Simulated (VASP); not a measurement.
# GaP (F-43m) in VASP: notebook, part 2 of 2

VASP 6.6.1. The steps go on from the part before.

## Step 3: Single point, RPBE

File INCAR:

```
PREC = Accurate
ENCUT = 520
EDIFF = 1E-6
ISMEAR = 0
SIGMA = 0.01
LREAL = False
LASPH = True
NELM = 100
ALGO = Normal
ISIF = 2
LWAVE = False
LCHARG = True
GGA = RP
LELF = True
LVHAR = True
NBANDS = 16
```

File KPOINTS:

```
Automatic mesh
0
Gamma
  5 5 5
```

File POSCAR:

```
GaP
1.0
    0.0000000000      2.7252500000      2.7252500000
    2.7252500000      0.0000000000      2.7252500000
    2.7252500000      2.7252500000      0.0000000000
Ga P
1 1
Direct
    0.0000000000      0.0000000000      0.0000000000
    0.2500000000      0.2500000000      0.2500000000
```

Potentials or basis: VASP PAW PBE potentials, release 64 (Ga_d, P).

Command:

```console
$ cat potpaw_PBE.64/Ga_d/POTCAR potpaw_PBE.64/P/POTCAR > POTCAR
$ mpirun -np 1 vasp_std > vasp.out
```

OUTCAR:

```text
PREC = Accurate
   ENCUT = 520
   EDIFF = 1E-6
   ISMEAR = 0
   LREAL = False
   LASPH = True
   NELM = 100
   ISIF = 2
   GGA = RP

 ion  position               nearest neighbor table
   1  0.000  0.000  0.000-   2 2.36   2 2.36   2 2.36   2 2.36
   2  0.250  0.250  0.250-   1 2.36   1 2.36   1 2.36   1 2.36

  LATTYP: Found a face centered cubic cell.
 ALAT       =     5.4505000000

  Lattice vectors:

 A1 = (   0.0000000000,   2.7252500000,   2.7252500000)
 A2 = (   2.7252500000,   0.0000000000,   2.7252500000)
 A3 = (   2.7252500000,   2.7252500000,   0.0000000000)

Analysis of symmetry for initial positions (statically):
=====================================================================
 Subroutine PRICEL returns:
 Original cell was already a primitive cell.

 Routine SETGRP: Setting up the symmetry group for a
 face centered cubic supercell.

 Subroutine GETGRP returns: Found 24 space group operations
 (whereof 24 operations were pure point group operations)
 out of a pool of 48 trial point group operations.

The static configuration has the point symmetry T_d .

Analysis of symmetry for dynamics (positions and initial velocities):
=====================================================================
 Subroutine PRICEL returns:
 Original cell was already a primitive cell.

 Routine SETGRP: Setting up the symmetry group for a
 face centered cubic supercell.

 Subroutine GETGRP returns: Found 24 space group operations
 (whereof 24 operations were pure point group operations)
 out of a pool of 48 trial point group operations.

The dynamic configuration has the point symmetry T_d .

 Subroutine INISYM returns: Found 24 space group operations
 (whereof 24 operations are pure point group operations),
 and found     1 'primitive' translations

----------------------------------------------------------------------------------------
[... 95 lines left out ...]
   IALGO  =     38    algorithm
   IMIX   =      4    mixing-type and parameters
     AMIX     =   0.40;   BMIX     =  1.00
     AMIX_MAG =   1.60;   BMIX_MAG =  1.00
  volume/ion in A,a.u.               =      20.24       136.59
  Fermi-wavevector in a.u.,A,eV,Ry     =   1.249538  2.361284 21.243377  1.561344
  Thomas-Fermi vector in A             =   2.383574
   LORBIT       =      0    0 simple, 1 ext, 2 COOP (PROOUT), +10 PAW based schemes
   GGA     = RP    functional components
   LHFCALC =     F    Hartree Fock is set to
   AEXX    =    0.0000 exact exchange contribution
   IVDW    =     0    specifies the selected vdW correction
   LEPSILON=     F    determine dielectric tensor
   LRPA    =     F    only Hartree local field effects (RPA)
 non-spin polarized calculation
 Gauss-broadening in eV      SIGMA  =   0.01
  energy-cutoff  :      520.00
  volume of cell :       40.48
 maximum number of plane-waves:      1103
 NGX is ok and might be reduce to    30
   NGX = 15   NGY = 15   NGZ = 15

 number of electron      17.9999989 magnetization

 Free energy of the ion-electron system (eV)
  ---------------------------------------------------
  ext. energy  EPLUGINS =         0.00000000
  ---------------------------------------------------
  free energy    TOTEN  =        -8.38834307 eV

  energy without entropy =       -8.38834307  energy(sigma->0) =       -8.38834307

 E-fermi :   4.8647     XC(G=0):  -9.6532

 val. band max:        4.7610738533   @ k =   0.0000   0.0000   0.0000
 cond. band min:       6.4469068093   @ k =   0.4000   0.4000   0.0000
 fundamental gap:      1.6858329560
 Fermi energy:         4.8646993256

 k-point     1 :       0.0000    0.0000    0.0000
  band No.  band energies     occupation
      1      -9.7959      2.00000
      2      -9.7959      2.00000
      3      -9.7959      2.00000
      4      -9.6969      2.00000
      5      -9.6969      2.00000
      6      -7.7029      2.00000
[... 167 lines left out ...]
      3      -9.7415      2.00000
      4      -9.7116      2.00000
      5      -9.6868      2.00000
      6      -5.0360      2.00000
[... 8 lines left out ...]
     15      16.3645      0.00000
     16      18.9995      0.00000

------------------------ aborting loop because EDIFF is reached ----------------------------------------

  FORCE on cell =-STRESS in cart. coord.  units (eV):
  Direction    XX          YY          ZZ          XY          YZ          ZX
  --------------------------------------------------------------------------------------
  -------------------------------------------------------------------------------------
  Total        1.1531573      1.1531573      1.1531573      0.0000000      0.0000000     -0.0000000
  in kB       45.6404679     45.6404679     45.6404679      0.0000000      0.0000000     -0.0000000
  external PRESSURE =      45.6404679 kB  Pullay stress =       0.0000000 kB

 VOLUME and BASIS-vectors are now :
 -----------------------------------------------------------------------------
  energy-cutoff  :      520.00
  volume of cell :       40.48
      direct lattice vectors                 reciprocal lattice vectors
     0.000000000  2.725250000  2.725250000    -0.183469406  0.183469406  0.183469406
     2.725250000  0.000000000  2.725250000     0.183469406 -0.183469406  0.183469406
     2.725250000  2.725250000  0.000000000     0.183469406  0.183469406 -0.183469406

 POSITION                                       TOTAL-FORCE (eV/Angst)
 -----------------------------------------------------------------------------------
      0.00000      0.00000      0.00000        -0.000000     -0.000000     -0.000000
      1.36262      1.36262      1.36262         0.000000      0.000000      0.000000
 -----------------------------------------------------------------------------------
    total drift:                                0.000002      0.000002      0.000002

  FREE ENERGIE OF THE ION-ELECTRON SYSTEM (eV)
  ---------------------------------------------------
  free  energy   TOTEN  =        -8.3883430669 eV

  energy  without entropy=       -8.3883430669  energy(sigma->0) =       -8.38834307
```

Wall time 12 s (1 thread of Intel Xeon 8259CL, shared host); peak memory 0.16 GiB.

What came out:

* Free energy: -8.3883 eV
* Pressure: 4.6 GPa
* Band gap on the k mesh: 1.69 eV, indirect (least direct gap 1.96 eV)

Levels at points of the mesh, in eV from the valence-band top:
| k point | band 5 | band 6 | band 7 | band 8 | band 9 | band 10 | band 11 | band 12 | band 13 | band 14 |
| --- | --- | --- | --- | --- | --- | --- | --- | --- | --- | --- |
| (0.00, 0.00, 0.00) | -14.46 | -12.46 | 0.00 | 0.00 | 0.00 | 1.96 | 3.91 | 3.91 | 3.91 | 9.03 |

Caveat: the PAW data sets were made with another functional, which shifts forces and pressure a little. A k mesh can miss the band edges.
